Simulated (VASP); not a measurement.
# KTaO3 (P4/mmm) in VASP: notebook, part 2 of 2

VASP 6.6.1. Earlier steps stand in the parts before.

### 4 Single point, HSE06 (epitaxial xy strain -3.0%)

The input, POSCAR:

```
KTaO3
1.0
    3.8704271699      0.0000000000      0.0000000000
    0.0000000000      3.8704271699      0.0000000000
    0.0000000000      0.0000000000      4.0366595077
K Ta O
1 1 3
Direct
    0.0000000000      0.0000000000      0.0000000000
    0.5000000000      0.5000000000      0.5000000000
    0.5000000000      0.5000000000      0.0000000000
    0.5000000000      0.0000000000      0.5000000000
    0.0000000000      0.5000000000      0.5000000000
```

The input, INCAR.step1:

```
SYSTEM = KTaO3
PREC     = Accurate       ! precision mode
ENCUT    = 520            ! plane-wave cutoff, eV
EDIFF    = 1E-5           ! SCF threshold, eV
ISMEAR   = 0              ! smearing method
SIGMA    = 0.01           ! smearing width, eV
LREAL    = .False.        ! projectors in reciprocal space
LASPH    = .True.         ! aspherical terms in the spheres
NELM     = 120            ! most SCF steps
ALGO     = Normal         ! electronic algorithm
ISIF     = 2              ! what is computed and relaxed
LWAVE    = .True.         ! write WAVECAR
LCHARG   = .False.        ! write CHGCAR
NBANDS   = 28             ! bands
GGA      = PE             ! functional
GGA_COMPAT= .False.
```

The input, INCAR.step2:

```
SYSTEM = KTaO3
PREC     = Accurate       ! precision mode
ENCUT    = 520            ! plane-wave cutoff, eV
EDIFF    = 1E-6           ! SCF threshold, eV
ISMEAR   = 0              ! smearing method
SIGMA    = 0.01           ! smearing width, eV
LREAL    = .False.        ! projectors in reciprocal space
LASPH    = .True.         ! aspherical terms in the spheres
NELM     = 120            ! most SCF steps
ALGO     = Normal         ! electronic algorithm
ISIF     = 2              ! what is computed and relaxed
LWAVE    = .False.        ! write WAVECAR
LCHARG   = .False.        ! write CHGCAR
GGA      = PE             ! functional
LHFCALC  = .True.         ! exact exchange
HFSCREEN = 0.2079         ! screening, 1/A
PRECFOCK = Normal       
NBANDS   = 28             ! bands
ISTART   = 1            
GGA_COMPAT= .False.
```

The input, KPOINTS:

```
Automatic mesh
0
Gamma
  4 4 4
  0 0 0
```

Potentials or basis: VASP PAW PBE potentials, release 64 (K_sv, Ta_sv_GW, O).

On the command line:

```bash
$ cat potpaw_PBE.64/K_sv/POTCAR potpaw_PBE.64/Ta_sv_GW/POTCAR potpaw_PBE.64/O/POTCAR > POTCAR
$ cp INCAR.step1 INCAR
$ mpirun -np 1 vasp_std > vasp.out
$ cp INCAR.step2 INCAR
$ mpirun -np 1 vasp_std > vasp.out
```

OUTCAR:

```text
SYSTEM = KTaO3
   PREC = Accurate
   ENCUT = 520
   EDIFF = 1E-6
   ISMEAR = 0
   LREAL = .False.
   LASPH = .True.
   NELM = 120
   ISIF = 2
   GGA = PE
   LHFCALC = .True.
   HFSCREEN = 0.2079
   PRECFOCK = Normal
   ISTART = 1

 ion  position               nearest neighbor table
   1  0.000  0.000  0.000-   3 2.74   3 2.74   3 2.74   3 2.74   5 2.80   4 2.80   5 2.80   5 2.80
                             5 2.80   4 2.80   4 2.80   4 2.80   2 3.40   2 3.40   2 3.40   2 3.40
   2  0.500  0.500  0.500-   4 1.94   5 1.94   4 1.94   5 1.94   3 2.02   3 2.02   1 3.40   1 3.40
                             1 3.40   1 3.40   1 3.40   1 3.40   1 3.40   1 3.40
   3  0.500  0.500  0.000-   2 2.02   2 2.02   1 2.74   1 2.74   1 2.74   1 2.74
   4  0.500  0.000  0.500-   2 1.94   2 1.94   1 2.80   1 2.80   1 2.80   1 2.80
   5  0.000  0.500  0.500-   2 1.94   2 1.94   1 2.80   1 2.80   1 2.80   1 2.80

  LATTYP: Found a simple tetragonal cell.
 ALAT       =     3.8704271699
 C/A-ratio  =     1.0429493517

  Lattice vectors:

 A1 = (   3.8704271699,   0.0000000000,   0.0000000000)
 A2 = (   0.0000000000,   3.8704271699,   0.0000000000)
[... 183 lines left out ...]

 E-fermi :   2.6612     XC(G=0):  -9.2189

 val. band max:        2.5322913922   @ k =   0.5000   0.5000   0.5000
 cond. band min:       6.1396643222   @ k =   0.0000   0.0000   0.0000
 fundamental gap:      3.6073729301
 Fermi energy:         2.6612032657

 k-point     1 :       0.0000    0.0000    0.0000
  band No.  band energies     occupation
      1     -68.2142      2.00000
      2     -33.2785      2.00000
      3     -33.2785      2.00000
      4     -33.1710      2.00000
      5     -26.6861      2.00000
      6     -16.9902      2.00000
[... 547 lines left out ...]
     27      15.2475      0.00000
     28      16.9897      0.00000

------------------------ aborting loop because EDIFF is reached ----------------------------------------

  FORCE on cell =-STRESS in cart. coord.  units (eV):
  Direction    XX          YY          ZZ          XY          YZ          ZX
  --------------------------------------------------------------------------------------
  -------------------------------------------------------------------------------------
  Total        6.4733263      6.4733263     -0.4340760      0.0000000      0.0000000      0.0000000
  in kB      171.5134436    171.5134436    -11.5010211      0.0000000      0.0000000      0.0000000
  external PRESSURE =     110.5086220 kB  Pullay stress =       0.0000000 kB

 VOLUME and BASIS-vectors are now :
 -----------------------------------------------------------------------------
  energy-cutoff  :      520.00
  volume of cell :       60.47
      direct lattice vectors                 reciprocal lattice vectors
     3.870427170  0.000000000  0.000000000     0.258369414  0.000000000  0.000000000
     0.000000000  3.870427170  0.000000000     0.000000000  0.258369414  0.000000000
     0.000000000  0.000000000  4.036659508     0.000000000  0.000000000  0.247729589

 POSITION                                       TOTAL-FORCE (eV/Angst)
 -----------------------------------------------------------------------------------
      0.00000      0.00000      0.00000         0.000000      0.000000      0.000000
      1.93521      1.93521      2.01833         0.000000      0.000000      0.000000
      1.93521      1.93521      0.00000         0.000000      0.000000      0.000000
      1.93521      0.00000      2.01833         0.000000      0.000000      0.000000
      0.00000      1.93521      2.01833         0.000000      0.000000      0.000000
 -----------------------------------------------------------------------------------
    total drift:                                0.000000     -0.000000     -0.000000

  FREE ENERGIE OF THE ION-ELECTRON SYSTEM (eV)
  ---------------------------------------------------
  free  energy   TOTEN  =       -51.5544228370 eV

  energy  without entropy=      -51.5544228370  energy(sigma->0) =      -51.55442284
```

OUTCAR.step1:

```text
SYSTEM = KTaO3
   PREC = Accurate
   ENCUT = 520
   EDIFF = 1E-5
   ISMEAR = 0
   LREAL = .False.
[... 786 lines left out ...]
      1.93521      1.93521      0.00000         0.000000      0.000000      0.000000
      1.93521      0.00000      2.01833         0.000000      0.000000      0.000000
      0.00000      1.93521      2.01833         0.000000      0.000000      0.000000
 -----------------------------------------------------------------------------------
    total drift:                                0.000000      0.000000     -0.000000

  FREE ENERGIE OF THE ION-ELECTRON SYSTEM (eV)
  ---------------------------------------------------
  free  energy   TOTEN  =       -43.2568503642 eV

  energy  without entropy=      -43.2568503642  energy(sigma->0) =      -43.25685036
```

Wall time 76 min (1 thread of Intel Xeon Platinum 8488C (Sapphire Rapids), shared host); peak memory 0.32 GiB.

Results:

| Quantity | Value |
| --- | --- |
| Free energy | -51.5544 eV |
| Pressure | 11.1 GPa |
| Band gap on the k mesh | 3.61 eV (least direct gap 4.24 eV) |

Caveat: the cell differs from its parent crystal (epitaxial xy strain -3.0%); the stress differs along the axes, from -1 to 17 GPa; the PAW data sets were made with another functional, which shifts forces and pressure a little; spin-orbit coupling is left out, which moves the levels of the heavy elements. A k mesh can miss the band edges.

### 5 Single point, r2SCAN, non-collinear spin, zero start, spin-orbit coupling (epitaxial xy strain +1.0%)

POSCAR: that of step 4 with these lines changed.

```diff
@@ -2,5 +2,5 @@
 1.0
-    3.8704271699      0.0000000000      0.0000000000
-    0.0000000000      3.8704271699      0.0000000000
-    0.0000000000      0.0000000000      4.0366595077
+    4.0300324140      0.0000000000      0.0000000000
+    0.0000000000      4.0300324140      0.0000000000
+    0.0000000000      0.0000000000      3.9763084915
 K Ta O
```

The input, INCAR.step1:

```
PREC = Accurate
ENCUT = 520
ISMEAR = 0
SIGMA = 0.01
LREAL = F
LASPH = T
NELM = 150
MAGMOM = 0 0 0 0 0 0 0 0 0 0 0 0 0 0 0
LSORBIT = T
GGA_COMPAT = F
LMAXMIX = 4
NBANDS = 53
GGA = PE
ALGO = Normal
EDIFF = 1E-4
LWAVE = T
LCHARG = F
```

The input, INCAR.step2:

```
PREC = Accurate
ENCUT = 520
EDIFF = 1E-6
ISMEAR = 0
SIGMA = 0.01
LREAL = F
LASPH = T
NELM = 150
ALGO = Normal
ISIF = 2
LWAVE = F
LCHARG = T
MAGMOM = 0 0 0 0 0 0 0 0 0 0 0 0 0 0 0
LORBIT = 11
LSORBIT = T
GGA_COMPAT = F
LORBMOM = T
LMAXMIX = 4
METAGGA = R2SCAN
LMIXTAU = T
LVHAR = T
NBANDS = 53
ISTART = 1
```

The input, KPOINTS:

```
Automatic mesh
0
Gamma
  6 6 6
```

Potentials or basis: VASP PAW PBE potentials, release 64 (K_sv, Ta_pv, O).

On the command line:

```bash
$ cat potpaw_PBE.64/K_sv/POTCAR potpaw_PBE.64/Ta_pv/POTCAR potpaw_PBE.64/O/POTCAR > POTCAR
$ cp INCAR.step1 INCAR
$ mpirun -np 1 vasp_ncl > vasp.out
$ cp INCAR.step2 INCAR
$ mpirun -np 1 vasp_ncl > vasp.out
```

Run time: 44 min. Hardware: 1 thread of Intel Xeon 8259CL, shared host; peak memory 0.46 GiB.

It converged, with:

```
Free energy                                           : -87.7268 eV
Pressure                                              : -2.2 GPa
Net moment                                            : 0.00 μB per cell
Valence electrons inside the program's atomic spheres : K 7.71; Ta 8.69; O 5.11, 5.10 (each value once)
```

Stress tensor (GPa, compression positive):
```
-3.84  0.00  0.00
 0.00 -3.84  0.00
 0.00  0.00  1.09
```

Moments on the atoms (μB; x, y, z):
```
K   0.00 0.00 0.00
Ta  0.00 0.00 0.00
O   0.00 0.00 0.00
O   0.00 0.00 0.00
O   0.00 0.00 0.00
```

Caveat: the cell differs from its parent crystal (epitaxial xy strain +1.0%); the PAW data sets were made with another functional, which shifts forces and pressure a little.

### 6 Overview

```csv
level,potentials or basis,spin,cell,k mesh,grid for exact exchange (PRECFOCK),share of exact exchange,screening parameter,gap on the mesh (eV),pressure (GPa)
r2SCAN,"VASP PAW PBE potentials, release 64 (K_sv, Ta_pv, O)",off,"a = 4.030, b = 4.030, c = 3.976 Å, 5 atoms",6 × 6 × 6,-,-,-,2.52,-2.4
r2SCAN,"VASP PAW PBE potentials, release 64 (K_sv, Ta_pv, O)",off,"a = 4.070, b = 4.070, c = 3.963 Å, 5 atoms",6 × 6 × 6,-,-,-,2.45,-5.4
HSE06,"VASP PAW PBE potentials, release 64 (K_sv, Ta_sv_GW, O)",off,"a = 3.870, b = 3.870, c = 4.037 Å, 5 atoms",4 × 4 × 4,Normal,0.25,0.2079 1/Å,3.61,11.1
r2SCAN,"VASP PAW PBE potentials, release 64 (K_sv, Ta_pv, O)","non-collinear, zero start, SOC","a = 4.030, b = 4.030, c = 3.976 Å, 5 atoms",6 × 6 × 6,-,-,-,-,-2.2
```

Alike in all rows: task single point; cutoff (eV) 520; smearing gaussian 0.01 eV.

Caveats: the PAW data sets were made with another functional, which shifts forces and pressure a little; spin-orbit coupling is left out, which moves the levels of the heavy elements (at least some runs); the stress differs along the axes, from -8 to 1 GPa (at least some runs); the stress differs along the axes, from -1 to 17 GPa (at least some runs).

Total energies depend on the potentials used, so only differences within one code and one set of settings carry meaning.
